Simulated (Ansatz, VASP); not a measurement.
## Two plane-wave programs on SrTiC

```
CELL_PARAMETERS angstrom
3.09770 0.00000 0.00000
0.00000 3.09770 0.00000
0.00000 0.00000 5.57874
ATOMIC_POSITIONS crystal
Sr 0.50000 0.50000 0.11090
Ti 0.00000 0.00000 0.61056
C 0.50000 0.50000 0.61103
```

Alike in both runs: functional PBE; k mesh 4 × 4 × 4; occupations gaussian, width 0.1 eV; no spin polarisation.

Ansatz relaxed the structure, and its values are those at the end. VASP's run is a single point on that final structure, the one shown.

```csv
,VASP,Ansatz
version,VASP 6.6.1,Ansatz 0.2.0
potentials or method,"VASP PAW PBE potentials, release 64 (Sr_sv, Ti_sv, C), cutoff 520 eV","scalar-relativistic, plane waves, PAW"
valence electrons in the cell,26,26
```

|  | VASP | Ansatz | Ansatz less VASP |
| --- | --- | --- | --- |
| gap on the k mesh at the Fermi level (eV) | none | none | - |
| pressure (GPa) | 0.5 | 0.3 | -0.26 |
| rms of the force components (eV/Å) | 0.006 | 0.006 | 0.0000 |

A gap of «none» marks a metal or a gap that the smearing closes. The functional is the same, so the differences come from potentials, cutoffs and numerics.

The k mesh is coarse, so the values compare programs but aren't converged.
